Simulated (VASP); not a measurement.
# PtPb (P6_3/mmc) in VASP: a series of runs

The runs below take PtPb through electric field gradients, with LDA.

Everything below comes from runs of VASP 6.6.1. Logs are shortened: lines on timing, memory, paths and dates and some standing lists are left out, and cuts for length are marked.

### 1 The cell of the first run

It takes space group P6_3/mmc (No. 194, hexagonal). The conventional cell has a = 4.163 Å, b = 4.163 Å, c = 5.345 Å, α = 90.00°, β = 90.00°, γ = 120.00°. Pt (site symmetry -6m2) has 6 Pb at 2.75 Å and 6 Pt at 3.59 Å within 3.6 Å. Within 3.5 Å of Pb (site symmetry -3m) lie 2 Pb at 2.67 Å and 6 Pt at 2.75 Å.

### 2 Electric field gradients, LDA (20.06 Å³/atom)

INCAR reads:

```
SYSTEM = PtPb
PREC = Accurate ; ENCUT = 520
EDIFF = 1E-8 ; ISMEAR = -1
SIGMA = 0.05 ; LREAL = .False.
LASPH = .True. ; NELM = 60
ALGO = Normal ; ISIF = 2
LWAVE = .False. ; LCHARG = .False.
GGA = CA ; LEFG = .True.
NBANDS = 32
```

KPOINTS reads:

```
regular mesh
0
Gamma
  10 10 7
  0 0 0
```

POSCAR reads:

```
PtPb
1.0
    4.1632418248      0.0000000000      0.0000000000
   -2.0816209124      3.6054731824      0.0000000000
    0.0000000000      0.0000000000      5.3446218092
Pt Pb
2 2
Direct
    0.3333333333      0.6666666667      0.2500000000
    0.6666666667      0.3333333333      0.7500000000
    0.0000000000      0.0000000000      0.0000000000
    0.0000000000      0.0000000000      0.5000000000
```

Potentials or basis: VASP PAW LDA potentials, release 64 (Pt, Pb_d).

On the command line:

```bash
$ cat potpaw_LDA.64/Pt/POTCAR potpaw_LDA.64/Pb_d/POTCAR > POTCAR
$ mpirun -np 1 vasp_std > vasp.out
```

OUTCAR:

```text
SYSTEM = PtPb
   PREC = Accurate
   ENCUT = 520
   EDIFF = 1E-8
   ISMEAR = -1
   LREAL = .False.
   LASPH = .True.
   NELM = 60
   ISIF = 2
   GGA = CA

 ion  position               nearest neighbor table
   1  0.333  0.667  0.250-   3 2.75   4 2.75   3 2.75   4 2.75   3 2.75   4 2.75
   2  0.667  0.333  0.750-   3 2.75   4 2.75   3 2.75   4 2.75   3 2.75   4 2.75
   3  0.000  0.000  0.000-   4 2.67   4 2.67   1 2.75   2 2.75   2 2.75   1 2.75   2 2.75   1 2.75

   4  0.000  0.000  0.500-   3 2.67   3 2.67   1 2.75   2 2.75   2 2.75   1 2.75   2 2.75   1 2.75

  LATTYP: Found a hexagonal cell.
 ALAT       =     4.1632418248
 C/A-ratio  =     1.2837644399

  Lattice vectors:

 A1 = (   4.1632418248,   0.0000000000,   0.0000000000)
 A2 = (  -2.0816209124,   3.6054731824,   0.0000000000)
 A3 = (   0.0000000000,   0.0000000000,   5.3446218092)

Analysis of symmetry for initial positions (statically):
=====================================================================
 Subroutine PRICEL returns:
 Original cell was already a primitive cell.

 Routine SETGRP: Setting up the symmetry group for a
 hexagonal supercell.

 Subroutine GETGRP returns: Found 24 space group operations
 (whereof 12 operations were pure point group operations)
 out of a pool of 24 trial point group operations.

The static configuration has the point symmetry D_3d.
 The point group associated with its full space group is D_6h.

Analysis of symmetry for dynamics (positions and initial velocities):
=====================================================================
 Subroutine PRICEL returns:
 Original cell was already a primitive cell.

 Routine SETGRP: Setting up the symmetry group for a
 hexagonal supercell.

 Subroutine GETGRP returns: Found 24 space group operations
 (whereof 12 operations were pure point group operations)
 out of a pool of 24 trial point group operations.

The dynamic configuration has the point symmetry D_3d.
 The point group associated with its full space group is D_6h.

 Subroutine INISYM returns: Found 24 space group operations
 (whereof 12 operations are pure point group operations),
 and found     1 'primitive' translations

----------------------------------------------------------------------------------------
[... 142 lines left out ...]

  energy without entropy =      -21.29292880  energy(sigma->0) =      -21.30238515

 E-fermi :   9.7345     XC(G=0): -12.1410

 val. band max:        9.7335827360   @ k =   0.1000   0.0000   0.2857
 cond. band min:       9.7640235007   @ k =   0.2000   0.2000   0.1429
 fundamental gap:      0.0304407647
 Fermi energy:         9.7345229030

 k-point     1 :       0.0000    0.0000    0.0000
  band No.  band energies     occupation
      1      -9.0198      2.00000
      2      -8.1591      2.00000
      3      -8.1591      2.00000
      4      -7.5168      2.00000
      5      -7.5168      2.00000
      6      -7.4715      2.00000
[... 829 lines left out ...]
     31      17.3880      0.00000
     32      19.8699      0.00000

 [... further k-points ...]

------------------------ aborting loop because EDIFF is reached ----------------------------------------

  FORCE on cell =-STRESS in cart. coord.  units (eV):
  Direction    XX          YY          ZZ          XY          YZ          ZX
  --------------------------------------------------------------------------------------
  -------------------------------------------------------------------------------------
  Total        3.2271350      3.2271350     18.5309451      0.0000000     -0.0000000      0.0000000
  in kB       64.4490951     64.4490951    370.0814059      0.0000000     -0.0000000      0.0000000
  external PRESSURE =     166.3265320 kB  Pullay stress =       0.0000000 kB

 VOLUME and BASIS-vectors are now :
 -----------------------------------------------------------------------------
  energy-cutoff  :      520.00
  volume of cell :       80.23
      direct lattice vectors                 reciprocal lattice vectors
     4.163241825  0.000000000  0.000000000     0.240197433  0.138678053  0.000000000
    -2.081620912  3.605473182  0.000000000     0.000000000  0.277356105  0.000000000
     0.000000000  0.000000000  5.344621809     0.000000000  0.000000000  0.187103978

 POSITION                                       TOTAL-FORCE (eV/Angst)
 -----------------------------------------------------------------------------------
     -0.00000      2.40365      1.33616         0.000000     -0.000000      0.000000
      2.08162      1.20182      4.00847        -0.000000      0.000000      0.000000
      0.00000      0.00000      0.00000        -0.000000      0.000000      0.000000
      0.00000      0.00000      2.67231        -0.000000      0.000000      0.000000
 -----------------------------------------------------------------------------------
    total drift:                                0.000000     -0.000000      0.000000

  FREE ENERGIE OF THE ION-ELECTRON SYSTEM (eV)
  ---------------------------------------------------
  free  energy   TOTEN  =       -21.3118415012 eV

  energy  without entropy=      -21.2929288038  energy(sigma->0) =      -21.30238515

 Electric field gradients (V/A^2)
---------------------------------------------------------------------
 ion       V_xx      V_yy      V_zz      V_xy      V_xz      V_yz
---------------------------------------------------------------------
   1     -38.180   -38.181    76.361    -0.000    -0.000     0.000
   2     -38.180   -38.181    76.361    -0.000     0.000    -0.000
   3      -4.254    -4.253     8.507     0.001    -0.000     0.000
   4      -4.254    -4.253     8.507     0.001     0.000    -0.000
---------------------------------------------------------------------

 Electric field gradients after diagonalization (V/A^2)
 (convention: |V_zz| > |V_xx| > |V_yy|)
----------------------------------------------------------------------
 ion       V_xx      V_yy      V_zz     asymmetry (V_yy - V_xx)/ V_zz
----------------------------------------------------------------------
   1     -38.181   -38.180    76.361       0.000
   2     -38.181   -38.180    76.361       0.000
   3      -4.254    -4.252     8.507       0.000
   4      -4.254    -4.252     8.507       0.000
----------------------------------------------------------------------

           NMR quadrupolar parameters

 Cq : quadrupolar parameter    Cq=e*Q*V_zz/h
 eta: asymmetry parameters     (V_yy - V_xx)/ V_zz
 Q  : nuclear electric quadrupole moment in mb (millibarn)
----------------------------------------------------------------------
 ion       Cq(MHz)       eta       Q (mb)
----------------------------------------------------------------------
   1       0.185       0.000       1.000
   2       0.185       0.000       1.000
   3       0.021       0.000       1.000
   4       0.021       0.000       1.000
----------------------------------------------------------------------
```

It took 41 s on 1 thread of Intel Xeon 6975P-C (Granite Rapids), shared host; peak memory 0.25 GiB.

What came out:

```yaml
Free_energy: -21.3118 eV
Pressure: 16.6 GPa
Band_gap_on_the_k_mesh: zero (bands 24 and 25 overlap by 3.18 eV)
Largest_electric_field_gradient_by_atom: Pt +76.4; Pb +8.5 V/Å²
```

Stress tensor (GPa, compression positive):
```
 6.44  0.00  0.00
 0.00  6.44  0.00
 0.00  0.00 37.01
```

Electric field gradients, principal values (V/Å²):
| atom | least | middle | greatest (by size) |
| --- | --- | --- | --- |
| 1 Pt | -38.180 | -38.181 | 76.361 |
| 2 Pt | -38.180 | -38.181 | 76.361 |
| 3 Pb | -4.252 | -4.254 | 8.507 |
| 4 Pb | -4.252 | -4.254 | 8.507 |

Caveat: the cell stands under pressure; without QUAD_EFG the Cq values of the log hold for a quadrupole moment of 1 mb, not for the nuclei; spin-orbit coupling is left out, which moves the levels of the heavy elements.

### 3 Electric field gradients, LDA (20.06 Å³/atom)

INCAR reads:

```
SYSTEM = PtPb
  PREC = Accurate
  ENCUT = 520
  EDIFF = 1E-8
  ISMEAR = -1
  SIGMA = 0.05
  LREAL = .FALSE.
  LASPH = .TRUE.
  NELM = 60
  ALGO = Normal
  ISIF = 2
  LWAVE = .FALSE.
  LCHARG = .FALSE.
  LEFG = .TRUE.
  NBANDS = 32
```

KPOINTS reads:

```
regular mesh
0
G
  10 10 7
  0 0 0
```

POSCAR is that of step 2.

Potentials or basis: VASP PAW LDA potentials, release 64 (Pt, Pb_d).

On the command line:

```bash
$ cat potpaw_LDA.64/Pt/POTCAR potpaw_LDA.64/Pb_d/POTCAR > POTCAR
$ mpirun -np 1 vasp_std > vasp.out
```

OUTCAR:

```text
SYSTEM = PtPb
   PREC = Accurate
   ENCUT = 520
   EDIFF = 1E-8
   ISMEAR = -1
   LREAL = .FALSE.
   LASPH = .TRUE.
   NELM = 60
   ISIF = 2

 ion  position               nearest neighbor table
   1  0.333  0.667  0.250-   3 2.75   4 2.75   3 2.75   4 2.75   3 2.75   4 2.75
   2  0.667  0.333  0.750-   3 2.75   4 2.75   3 2.75   4 2.75   3 2.75   4 2.75
   3  0.000  0.000  0.000-   4 2.67   4 2.67   1 2.75   2 2.75   2 2.75   1 2.75   2 2.75   1 2.75

   4  0.000  0.000  0.500-   3 2.67   3 2.67   1 2.75   2 2.75   2 2.75   1 2.75   2 2.75   1 2.75

  LATTYP: Found a hexagonal cell.
 ALAT       =     4.1632418248
 C/A-ratio  =     1.2837644399

  Lattice vectors:

 A1 = (   4.1632418248,   0.0000000000,   0.0000000000)
 A2 = (  -2.0816209124,   3.6054731824,   0.0000000000)
 A3 = (   0.0000000000,   0.0000000000,   5.3446218092)

Analysis of symmetry for initial positions (statically):
[... 1047 lines left out ...]
 POSITION                                       TOTAL-FORCE (eV/Angst)
 -----------------------------------------------------------------------------------
     -0.00000      2.40365      1.33616         0.000000     -0.000000      0.000000
      2.08162      1.20182      4.00847        -0.000000      0.000000      0.000000
      0.00000      0.00000      0.00000        -0.000000      0.000000      0.000000
      0.00000      0.00000      2.67231        -0.000000      0.000000      0.000000
 -----------------------------------------------------------------------------------
    total drift:                                0.000000     -0.000000      0.000000

  FREE ENERGIE OF THE ION-ELECTRON SYSTEM (eV)
  ---------------------------------------------------
  free  energy   TOTEN  =       -21.3118415012 eV

  energy  without entropy=      -21.2929288038  energy(sigma->0) =      -21.30238515

 Electric field gradients (V/A^2)
---------------------------------------------------------------------
 ion       V_xx      V_yy      V_zz      V_xy      V_xz      V_yz
---------------------------------------------------------------------
   1     -38.180   -38.181    76.361    -0.000    -0.000     0.000
   2     -38.180   -38.181    76.361    -0.000     0.000    -0.000
   3      -4.254    -4.253     8.507     0.001    -0.000     0.000
   4      -4.254    -4.253     8.507     0.001     0.000    -0.000
---------------------------------------------------------------------

 Electric field gradients after diagonalization (V/A^2)
 (convention: |V_zz| > |V_xx| > |V_yy|)
----------------------------------------------------------------------
 ion       V_xx      V_yy      V_zz     asymmetry (V_yy - V_xx)/ V_zz
----------------------------------------------------------------------
   1     -38.181   -38.180    76.361       0.000
   2     -38.181   -38.180    76.361       0.000
   3      -4.254    -4.252     8.507       0.000
   4      -4.254    -4.252     8.507       0.000
----------------------------------------------------------------------

           NMR quadrupolar parameters

 Cq : quadrupolar parameter    Cq=e*Q*V_zz/h
 eta: asymmetry parameters     (V_yy - V_xx)/ V_zz
 Q  : nuclear electric quadrupole moment in mb (millibarn)
----------------------------------------------------------------------
 ion       Cq(MHz)       eta       Q (mb)
----------------------------------------------------------------------
   1       0.185       0.000       1.000
   2       0.185       0.000       1.000
   3       0.021       0.000       1.000
   4       0.021       0.000       1.000
----------------------------------------------------------------------
```

OSZICAR:

```text
N       E                     dE             d eps       ncg     rms          rms(c)
DAV:   1     0.532883341882E+03    0.53288E+03   -0.23054E+04  3584   0.182E+03
DAV:   2     0.263382247736E+02   -0.50655E+03   -0.47706E+03  3776   0.484E+02
DAV:   3    -0.200606706893E+02   -0.46399E+02   -0.44049E+02  4352   0.168E+02
DAV:   4    -0.216686109461E+02   -0.16079E+01   -0.16005E+01  4152   0.312E+01
DAV:   5    -0.217527830816E+02   -0.84172E-01   -0.84164E-01  5416   0.710E+00    0.100E+01
DAV:   6    -0.214092850973E+02    0.34350E+00   -0.67274E-01  4224   0.705E+00    0.531E+00
DAV:   7    -0.213260564859E+02    0.83229E-01   -0.10256E-01  5248   0.459E+00    0.211E+00
DAV:   8    -0.213127839809E+02    0.13273E-01   -0.22578E-02  4680   0.106E+00    0.305E-01
DAV:   9    -0.213118508410E+02    0.93314E-03   -0.44092E-03  4896   0.928E-01    0.527E-02
DAV:  10    -0.213118408061E+02    0.10035E-04   -0.15907E-04  4960   0.160E-01    0.174E-02
DAV:  11    -0.213118414806E+02   -0.67442E-06   -0.58597E-06  4992   0.216E-02    0.234E-03
DAV:  12    -0.213118415056E+02   -0.25075E-07   -0.36977E-07  5120   0.553E-03    0.991E-04
DAV:  13    -0.213118415012E+02    0.44020E-08   -0.30638E-08  3768   0.247E-03
   1 F= -.21311842E+02 E0= -.21302385E+02  d E =-.189127E-01
```

stdout:

```text
POSCAR found type information on POSCAR PtPb
 POSCAR found :  2 types and       4 ions
 scaLAPACK will be used
 LDA part: xc-table for (Slater(with rela. corr.)+CA(PZ))
 , standard interpolation
 POSCAR, INCAR and KPOINTS ok, starting setup
 FFT: planning ... GRIDC
 FFT: planning ... GRID_SOFT
 FFT: planning ... GRID
 WAVECAR not read
 entering main loop
ion   1

ion   2

ion   3

ion   4
```

It took 42 s on 1 thread of Intel Xeon 6975P-C (Granite Rapids), shared host; peak memory 0.24 GiB.

Results:

| Property | Result |
| --- | --- |
| Free energy | -21.3118 eV |
| Pressure | 16.6 GPa |
| Band gap on the k mesh | zero (bands 24 and 25 overlap by 3.18 eV) |
| Largest electric field gradient by atom | Pt +76.4; Pb +8.5 V/Å² |

Stress tensor (GPa, compression positive):
```
 6.44  0.00  0.00
 0.00  6.44  0.00
 0.00  0.00 37.01
```

Electric field gradients, principal values (V/Å²):
```
atom    least   middle  greatest (by size)
1 Pt  -38.180  -38.181              76.361
2 Pt  -38.180  -38.181              76.361
3 Pb   -4.252   -4.254               8.507
4 Pb   -4.252   -4.254               8.507
```

Caveat: the cell stands under pressure; without QUAD_EFG the Cq values of the log hold for a quadrupole moment of 1 mb, not for the nuclei; spin-orbit coupling is left out, which moves the levels of the heavy elements.

(Part 1 of 2 ends here.)
